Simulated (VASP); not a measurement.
Here is a VASP 6.6.1 calculation.

INCAR

```
SYSTEM = AlCo
  ALGO = Fast
  EDIFF = 1E-7
  ENCUT = 520
  GGA = PE
  ISIF = 2
  ISMEAR = 0
  LASPH = .TRUE.
  LCHARG = .TRUE.
  LELF = .TRUE.
  LREAL = .FALSE.
  LVHAR = .TRUE.
  LWAVE = .FALSE.
  NBANDS = 20
  NELM = 80
  PREC = Accurate
  SIGMA = 0.15
```

The input KPOINTS:

```
k-points
0
G
  12 12 6
  0 0 0
```

POSCAR

```
AlCo
1.0
    2.8519024034      0.0000000000      0.0000000000
    0.0000000000      2.8519024034      0.0000000000
    0.0000000000      0.0000000000      5.7038048068
Al Co
2 2
Direct
   -0.0036904427      0.0003478613      0.0048030112
    0.0036904427     -0.0003478613      0.4951969888
    0.5069708440      0.5153830475      0.2486585075
    0.4930291560      0.4846169525      0.7513414925
```

Potentials or basis: VASP PAW PBE potentials, release 64 (Al, Co).

Run with:

```console
$ cat potpaw_PBE.64/Al/POTCAR potpaw_PBE.64/Co/POTCAR > POTCAR
$ mpirun -np 1 vasp_std > vasp.out
```

Q: What does it give for the pressure?

A: 0.3 GPa.

Q: Predict the largest force.

A: 0.474 eV/Å.

Q: Estimate the band gap on the k mesh.

A: Zero (band 12 reaches 10.84 eV, above the bottom of band 13 at 10.30 eV).

Forces on the atoms (eV/Å):
```
Al   0.099  0.018 -0.447
Al  -0.073  0.032  0.433
Co  -0.192 -0.418  0.112
Co   0.166  0.369 -0.098
```

Spin polarisation is off, so any magnetic state and its effect on volume and gap are missing.
